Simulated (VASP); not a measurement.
A run of VASP 6.6.1 is set up as follows.

Contents of INCAR:

```
SYSTEM = AlN
PREC = Accurate
ENCUT = 520
EDIFF = 1E-7
ISMEAR = 0
SIGMA = 0.03
LREAL = .FALSE.
LASPH = .TRUE.
NELM = 100
ALGO = Normal
ISIF = 2
LWAVE = .FALSE.
LCHARG = .FALSE.
NBANDS = 16
```

Contents of KPOINTS:

```
regular mesh
0
G
  8 8 5
  0 0 0
```

File POSCAR:

```
AlN
1.0
    3.0923339994      0.0000000000      0.0000000000
   -1.5461669997      2.6780398005      0.0000000000
    0.0000000000      0.0000000000      4.9810000000
Al N
2 2
Direct
    0.3333333333      0.6666666667      0.0006401849
    0.6666666667      0.3333333333      0.5006401849
    0.3333333333      0.6666666667      0.3813598151
    0.6666666667      0.3333333333      0.8813598151
```

Potentials or basis: VASP PAW LDA potentials, release 64 (Al, N).

Launch:

```console
$ cat potpaw_LDA.64/Al/POTCAR potpaw_LDA.64/N/POTCAR > POTCAR
$ mpirun -np 1 vasp_std > vasp.out
```

(1) Estimate the pressure.

(2) Predict the band gap on the k mesh.

Results:

(1) -1.4 GPa.

(2) 4.37 eV, direct.
